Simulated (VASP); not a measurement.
# Sn2Te3O (P4mm) in VASP: a series of runs

The runs below take Sn2Te3O through single point, relaxation of cell and atoms, with PBE.

Program: VASP 6.6.1. These are calculated values, not measurements. Logs are shortened: lines on timing, memory, paths and dates and some standing lists are left out, and cuts for length are marked.

**1. The cell of the first run**

Symmetry: P4mm, No. 99, tetragonal system. Conventional cell: a = 4.136 Å, b = 4.136 Å, c = 8.780 Å, α = 90.00°, β = 90.00°, γ = 90.00°. Within 4.2 Å of Sn (site symmetry 4mm) lie 4 O at 3.06 Å and 5 Te at 3.07 to 3.15 Å and 4 Sn at 4.14 Å. Within 4.2 Å of Sn (site symmetry 4mm) lie 8 Te at 3.08 to 3.16 Å and 1 O at 3.12 Å and 4 Sn at 4.14 Å. Within 4.2 Å of Te (site symmetry 2mm) lie 10 Te at 2.92 to 4.14 Å and 4 Sn at 3.15 to 3.16 Å and 2 O at 3.88 Å. Te (site symmetry 4mm) has 5 Sn at 3.07 to 3.08 Å and 4 O at 3.64 Å and 8 Te at 3.93 to 4.14 Å within 4.2 Å. O (site symmetry 4mm) has 5 Sn at 3.06 to 3.12 Å and 8 Te at 3.64 to 3.88 Å and 4 O at 4.14 Å within 4.2 Å.

The cell was built from a structure type or drawn by symmetry, and may not be a known phase.

**2. Single point, PBE**

INCAR

```
  PREC = Accurate
  ENCUT = 600
  EDIFF = 1E-6
  ISMEAR = 0
  SIGMA = 0.1
  LREAL = False
  LASPH = True
  NELM = 120
  ALGO = Normal
  ISIF = 2
  LWAVE = False
  LCHARG = False
  GGA = PE
  NBANDS = 35
  GGA_COMPAT = False
```

KPOINTS

```
regular mesh
0
Gamma
  4 4 2
```

POSCAR

```
Sn2Te3O
1.0
    4.1355930800      0.0000000000      0.0000000000
    0.0000000000      4.1355930800      0.0000000000
    0.0000000000      0.0000000000      8.7798073500
Sn Te O
2 3 1
Direct
    0.5000000000      0.5000000000      0.7286009800
    0.0000000000      0.0000000000      0.2702390000
    0.5000000000      0.0000000000      0.9985610200
    0.0000000000      0.5000000000      0.9985610200
    0.5000000000      0.5000000000      0.3788870000
    0.0000000000      0.0000000000      0.6251500200
```

Potentials or basis: VASP PAW PBE potentials, release 64 (Sn_d, Te, O).

Command:

```sh
cat potpaw_PBE.64/Sn_d/POTCAR potpaw_PBE.64/Te/POTCAR potpaw_PBE.64/O/POTCAR > POTCAR
mpirun -np 1 vasp_std > vasp.out
```

OUTCAR:

```text
PREC = Accurate
   ENCUT = 600
   EDIFF = 1E-6
   ISMEAR = 0
   LREAL = False
   LASPH = True
   NELM = 120
   ISIF = 2
   GGA = PE

 ion  position               nearest neighbor table
   1  0.500  0.500  0.729-   5 3.07   4 3.15   3 3.15   3 3.15   4 3.15
   2  0.000  0.000  0.270-   5 3.08   5 3.08   5 3.08   5 3.08   4 3.16   3 3.16   3 3.16   4 3.16

   3  0.500  0.000  0.999-   4 2.92   4 2.92   4 2.92   4 2.92   1 3.15   1 3.15   2 3.16   2 3.16

   4  0.000  0.500  0.999-   3 2.92   3 2.92   3 2.92   3 2.92   1 3.15   1 3.15   2 3.16   2 3.16

   5  0.500  0.500  0.379-   1 3.07   2 3.08   2 3.08   2 3.08   2 3.08
   6  0.000  0.000  0.625-

  LATTYP: Found a simple tetragonal cell.
 ALAT       =     4.1355930800
 C/A-ratio  =     2.1229862755

  Lattice vectors:

 A1 = (   4.1355930800,   0.0000000000,   0.0000000000)
 A2 = (   0.0000000000,   4.1355930800,   0.0000000000)
 A3 = (   0.0000000000,   0.0000000000,   8.7798073500)

Analysis of symmetry for initial positions (statically):
=====================================================================
 Subroutine PRICEL returns:
 Original cell was already a primitive cell.

 Routine SETGRP: Setting up the symmetry group for a
 simple tetragonal supercell.

 Subroutine GETGRP returns: Found  8 space group operations
 (whereof  8 operations were pure point group operations)
 out of a pool of 16 trial point group operations.

The static configuration has the point symmetry C_4v.

Analysis of symmetry for dynamics (positions and initial velocities):
=====================================================================
 Subroutine PRICEL returns:
 Original cell was already a primitive cell.

 Routine SETGRP: Setting up the symmetry group for a
 simple tetragonal supercell.

 Subroutine GETGRP returns: Found  8 space group operations
 (whereof  8 operations were pure point group operations)
 out of a pool of 16 trial point group operations.

The dynamic configuration has the point symmetry C_4v.

 Subroutine INISYM returns: Found  8 space group operations
 (whereof  8 operations are pure point group operations),
 and found     1 'primitive' translations

----------------------------------------------------------------------------------------

                                     Primitive cell

  volume of cell :     150.1622

  direct lattice vectors                    reciprocal lattice vectors
     4.135593080  0.000000000  0.000000000     0.241803287  0.000000000  0.000000000
     0.000000000  4.135593080  0.000000000     0.000000000  0.241803287  0.000000000
     0.000000000  0.000000000  8.779807350     0.000000000  0.000000000  0.113897716

  length of vectors
     4.135593080  4.135593080  8.779807350     0.241803287  0.241803287  0.113897716

  position of ions in fractional coordinates (direct lattice)
     0.500000000  0.500000000  0.728600980
     0.000000000  0.000000000  0.270239000
     0.500000000  0.000000000  0.998561020
     0.000000000  0.500000000  0.998561020
     0.500000000  0.500000000  0.378887000
     0.000000000  0.000000000  0.625150020

  ion indices of the primitive-cell ions
   primitive index   ion index
                 1           1
                 2           2
                 3           3
                 4           4
                 5           5
                 6           6

----------------------------------------------------------------------------------------

 KPOINTS: regular mesh

Automatic generation of k-mesh.
 Grid dimensions read from file:
 generate k-points for:    4    4    2

 Generating k-lattice:

  Cartesian coordinates                     Fractional coordinates (reciprocal lattice)
     0.060450822  0.000000000  0.000000000     0.250000000  0.000000000  0.000000000
     0.000000000  0.060450822  0.000000000     0.000000000  0.250000000  0.000000000
     0.000000000  0.000000000  0.056948858     0.000000000  0.000000000  0.500000000

  Length of vectors
     0.060450822  0.060450822  0.056948858

  Shift w.r.t. Gamma in fractional coordinates (k-lattice)
     0.000000000  0.000000000  0.000000000

 Subroutine IBZKPT returns following result:
 ===========================================

 Found     12 irreducible k-points:

 Following reciprocal coordinates:
            Coordinates               Weight
  0.000000  0.000000  0.000000      1.000000
  0.250000  0.000000  0.000000      4.000000
  0.500000  0.000000  0.000000      2.000000
  0.250000  0.250000  0.000000      4.000000
  0.500000  0.250000  0.000000      4.000000
  0.500000  0.500000  0.000000      1.000000
  0.000000  0.000000  0.500000      1.000000
  0.250000  0.000000  0.500000      4.000000
  0.500000  0.000000  0.500000      2.000000
  0.250000  0.250000  0.500000      4.000000
  0.500000  0.250000  0.500000      4.000000
  0.500000  0.500000  0.500000      1.000000
   k-points           NKPTS =     12   k-points in BZ     NKDIM =     12   number of bands    NBANDS=     35
   number of dos      NEDOS =    301   number of ions     NIONS =      6
   total plane-waves  NPLWV =  90720
   dimension x,y,z NGX =    36 NGY =   36 NGZ =   70
   dimension x,y,z NGXF=    72 NGYF=   72 NGZF=  140
   ions per type =               2   3   1
   NGX,Y,Z   is equivalent  to a cutoff of  14.47, 14.47, 13.25 a.u.
   NGXF,Y,Z  is equivalent  to a cutoff of  28.94, 28.94, 26.51 a.u.
 SYSTEM =  unknown system
   PREC   = accura    normal or accurate (medium, high low for compatibility)
   ISTART =      0    job   : 0-new  1-cont  2-samecut
   ICHARG =      2    charge: 1-file 2-atom 10-const
   ISPIN  =      1    spin polarized calculation?
   LNONCOLLINEAR =      F non collinear calculations
   LSORBIT =      F    spin-orbit coupling
   LASPH  =      T    aspherical Exc in radial PAW
   ENCUT  =  600.0 eV  44.10 Ry    6.64 a.u.   8.26  8.26 17.54*2*pi/ulx,y,z
   NELM   =    120;   NELMIN=  2; NELMDL= -5     # of ELM steps
   EDIFF  = 0.1E-05   stopping-criterion for ELM
   LREAL  =      F    real-space projection
   EDIFFG = 0.1E-04   stopping-criterion for IOM
   NSW    =      0    number of steps for IOM
   IBRION =     -1    ionic relax: 0-MD 1-quasi-New 2-CG
   NFREE  =      0    steps in history (QN), initial steepest desc. (CG)
   ISIF   =      2    stress and relaxation
   ISYM   =      2    0-nonsym 1-usesym 2-fastsym
   POTIM  = 0.5000    time-step for ionic-motion
   TEBEG  =    0.0;   TEEND  =   0.0 temperature during run
   PSTRESS=    0.0 pullay stress
   NELECT =      52.0000    total number of electrons
   NUPDOWN=      -1.0000    fix difference up-down
   EMIN   =  10.00;   EMAX   =-10.00  energy-range for DOS
   EFERMI =   0.00;   METHOD = LEGACY
   ISMEAR =     0;   SIGMA  =   0.10  broadening in eV -4-tet -1-fermi 0-gaus
   EFERMI_NEDOS =   21; number of points for ismear=-14 and -15
   IALGO  =     38    algorithm
   IMIX   =      4    mixing-type and parameters
     AMIX     =   0.40;   BMIX     =  1.00
     AMIX_MAG =   1.60;   BMIX_MAG =  1.00
  volume/ion in A,a.u.               =      25.03       168.89
  Fermi-wavevector in a.u.,A,eV,Ry     =   1.149624  2.172474 17.981935  1.321635
  Thomas-Fermi vector in A             =   2.286292
   LORBIT       =      0    0 simple, 1 ext, 2 COOP (PROOUT), +10 PAW based schemes
   GGA     = PE    functional components
   LHFCALC =     F    Hartree Fock is set to
   AEXX    =    0.0000 exact exchange contribution
   IVDW    =     0    specifies the selected vdW correction
   LEPSILON=     F    determine dielectric tensor
   LRPA    =     F    only Hartree local field effects (RPA)
 non-spin polarized calculation
 Gauss-broadening in eV      SIGMA  =   0.10
  energy-cutoff  :      600.00
  volume of cell :      150.16
 maximum number of plane-waves:      5039
 NGX is ok and might be reduce to    36
   NGX = 17   NGY = 17   NGZ = 35

 number of electron      51.9999996 magnetization

 Free energy of the ion-electron system (eV)
  ---------------------------------------------------
  ext. energy  EPLUGINS =         0.00000000
  ---------------------------------------------------
  free energy    TOTEN  =       -20.56833139 eV

  energy without entropy =      -20.54253944  energy(sigma->0) =      -20.55543542

 E-fermi :   7.0132     XC(G=0): -10.0039

 val. band max:        6.9178389167   @ k =   0.2500   0.2500   0.5000
 cond. band min:       7.0192240203   @ k =   0.2500   0.0000   0.5000
 fundamental gap:      0.1013851036
 Fermi energy:         7.0131942559

 k-point     1 :       0.0000    0.0000    0.0000
  band No.  band energies     occupation
      1     -14.4197      2.00000
      2     -14.4051      2.00000
      3     -14.4051      2.00000
      4     -14.3742      2.00000
      5     -14.3690      2.00000
      6     -14.3596      2.00000
[... 27 lines left out ...]
     34      11.9657      0.00000
     35      11.9657      0.00000

 k-point     2 :       0.2500    0.0000    0.0000
  band No.  band energies     occupation
      1     -14.4162      2.00000
      2     -14.4102      2.00000
      3     -14.4044      2.00000
      4     -14.3669      2.00000
      5     -14.3660      2.00000
      6     -14.3643      2.00000
[... 27 lines left out ...]
     34      11.2071      0.00000
     35      13.0632      0.00000

 k-point     3 :       0.5000    0.0000    0.0000
  band No.  band energies     occupation
      1     -14.4159      2.00000
      2     -14.4126      2.00000
      3     -14.4037      2.00000
      4     -14.3690      2.00000
      5     -14.3651      2.00000
      6     -14.3607      2.00000
[... 27 lines left out ...]
     34      11.6684      0.00000
     35      13.1588      0.00000
[... 267 lines left out ...]
 k-point    11 :       0.5000    0.2500    0.5000
  band No.  band energies     occupation
      1     -14.4152      2.00000
      2     -14.4097      2.00000
      3     -14.4077      2.00000
      4     -14.3769      2.00000
      5     -14.3616      2.00000
      6     -14.3600      2.00000
[... 27 lines left out ...]
     34      12.5351      0.00000
     35      13.5439      0.00000

 k-point    12 :       0.5000    0.5000    0.5000
  band No.  band energies     occupation
      1     -14.4142      2.00000
      2     -14.4142      2.00000
      3     -14.4050      2.00000
      4     -14.3847      2.00000
      5     -14.3594      2.00000
      6     -14.3594      2.00000
[... 27 lines left out ...]
     34      12.8133      0.00000
     35      13.0718      0.00000

------------------------ aborting loop because EDIFF is reached ----------------------------------------

  FORCE on cell =-STRESS in cart. coord.  units (eV):
  Direction    XX          YY          ZZ          XY          YZ          ZX
  --------------------------------------------------------------------------------------
  -------------------------------------------------------------------------------------
  Total        4.8397174      4.8397174      6.5122859      0.0000000      0.0000000     -0.0000000
  in kB       51.6380700     51.6380700     69.4837828      0.0000000      0.0000000     -0.0000000
  external PRESSURE =      57.5866410 kB  Pullay stress =       0.0000000 kB

 VOLUME and BASIS-vectors are now :
 -----------------------------------------------------------------------------
  energy-cutoff  :      600.00
  volume of cell :      150.16
      direct lattice vectors                 reciprocal lattice vectors
     4.135593080  0.000000000  0.000000000     0.241803287  0.000000000  0.000000000
     0.000000000  4.135593080  0.000000000     0.000000000  0.241803287  0.000000000
     0.000000000  0.000000000  8.779807350     0.000000000  0.000000000  0.113897716

 POSITION                                       TOTAL-FORCE (eV/Angst)
 -----------------------------------------------------------------------------------
      2.06780      2.06780      6.39698        -0.000000      0.000000     -2.697675
      0.00000      0.00000      2.37265        -0.000000     -0.000000      2.343499
      2.06780      0.00000      8.76717        -0.000000     -0.000000     -0.324253
      0.00000      2.06780      8.76717        -0.000000     -0.000000     -0.324253
      2.06780      2.06780      3.32655        -0.000000     -0.000000      0.655796
      0.00000      0.00000      5.48870         0.000000     -0.000000      0.346885
 -----------------------------------------------------------------------------------
    total drift:                                0.000000      0.000000     -0.000499

  FREE ENERGIE OF THE ION-ELECTRON SYSTEM (eV)
  ---------------------------------------------------
  free  energy   TOTEN  =       -20.5683313949 eV

  energy  without entropy=      -20.5425394369  energy(sigma->0) =      -20.55543542
```

Wall time 57 s (1 thread of AMD EPYC 9R45 (Zen 5), shared host); peak memory 0.29 GiB.

Results:

```yaml
Free_energy: -20.5683 eV
Pressure: 5.8 GPa
Largest_force: 2.698 eV/Å
Band_gap_on_the_k_mesh: zero (bands 26 and 27 overlap by 0.27 eV)
```

Forces in eV/Å, atoms in the order of the input:
```
Sn   0.000  0.000 -2.698
Sn   0.000  0.000  2.343
Te   0.000  0.000 -0.324
Te   0.000  0.000 -0.324
Te   0.000  0.000  0.656
O    0.000  0.000  0.347
```

Levels at points of the mesh, in eV from the Fermi level:
```csv
k point,band 22,band 23,band 24,band 25,band 26,band 27,band 28,band 29,band 30,band 31
"(0.00, 0.00, 0.00)",-1.85,-0.73,-0.73,-0.42,-0.29,1.87,2.07,2.07,3.52,3.52
"(0.50, 0.00, 0.00)",-2.11,-1.15,-0.76,-0.45,-0.43,0.11,0.67,1.90,2.12,2.61
"(0.50, 0.50, 0.00)",-3.09,-0.85,-0.62,-0.62,-0.52,1.10,1.66,3.11,3.11,4.72
"(0.00, 0.00, 0.50)",-0.60,-0.55,-0.55,-0.43,0.13,1.07,2.03,2.15,2.15,3.68
"(0.50, 0.00, 0.50)",-1.89,-0.52,-0.46,-0.18,-0.18,-0.14,0.29,1.96,2.29,2.44
"(0.50, 0.50, 0.50)",-2.40,-2.10,-1.38,-1.38,-1.00,1.85,2.95,2.95,3.69,4.97
```

Caveat: the k points lie up to 0.38 Å⁻¹ apart; semilocal functionals underestimate gaps, so a narrow gap can read as zero; spin-orbit coupling is left out, which moves the levels of the heavy elements; forces of over 1 eV/Å act on the atoms, so gaps and moduli don't describe the material at rest.

(Part 1 of 3 ends here.)
